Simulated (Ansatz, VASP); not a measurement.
**Two plane-wave programs on LiF**

The input INCAR:

```
  ALGO = Normal
  EDIFF = 1E-7
  ENCUT = 520
  GGA = PE
  ISIF = 2
  ISMEAR = 0
  LASPH = True
  LCHARG = False
  LREAL = False
  LWAVE = False
  NBANDS = 12
  NELM = 80
  PREC = Accurate
  SIGMA = 0.05
```

The input KPOINTS:

```
k-points
0
Gamma
  10 10 10
```

Contents of POSCAR:

```
LiF
1.0
    0.0000000000      2.0039300000      2.0140000000
    2.0140000000      0.0000000000      2.0140000000
    2.0140000000      2.0039300000      0.0000000000
Li F
1 1
Direct
    0.0000000000      0.0000000000      0.0000000000
    0.5000000000      0.5000000000      0.5000000000
```

Input for Ansatz:

```yaml
crystal:
  lattice:
    - [0.0, 2.00393, 2.014]
    - [2.014, 0.0, 2.014]
    - [2.014, 2.00393, 0.0]
  atoms:
    - { symbol: Li, position: [0.0, 0.0, 0.0] }
    - { symbol: F, position: [0.5, 0.5, 0.5] }
basis:
  ecutwfc: 420
kpoints:
  mp_grid: { grid: [10, 10, 10] }
hamiltonian:
  xc: pbe
scf:
  occupations: { method: gaussian, width: 0.05 }
output:
  forces: true
  stress: true
  eigenvalues: true
```

Change from the starting cell: strain -0.0050 x Voigt [0, 1, 0, 0, 0, 0], atoms carried along.

Alike in both runs: task single point; functional PBE; k mesh 10 × 10 × 10; occupations gaussian, width 0.05 eV; no spin polarisation.

```csv
,VASP,Ansatz
version,VASP 6.6.1,Ansatz 0.2.0
potentials or method,"VASP PAW PBE potentials, release 64 (Li_sv, F), cutoff 520 eV","scalar-relativistic, plane waves, PAW"
valence electrons in the cell,10,10
```

|  | VASP | Ansatz | Ansatz less VASP |
| --- | --- | --- | --- |
| gap on the k mesh at the Fermi level (eV) | 9.13 | 9.13 | -0.004 |
| least direct gap on the mesh (eV) | 9.13 | 9.13 | -0.004 |

With one functional, cell and mesh, what is left measures potentials, basis and numerics.

Noted on VASP's run: the cutoff is short for stress, so the pressure is rough.
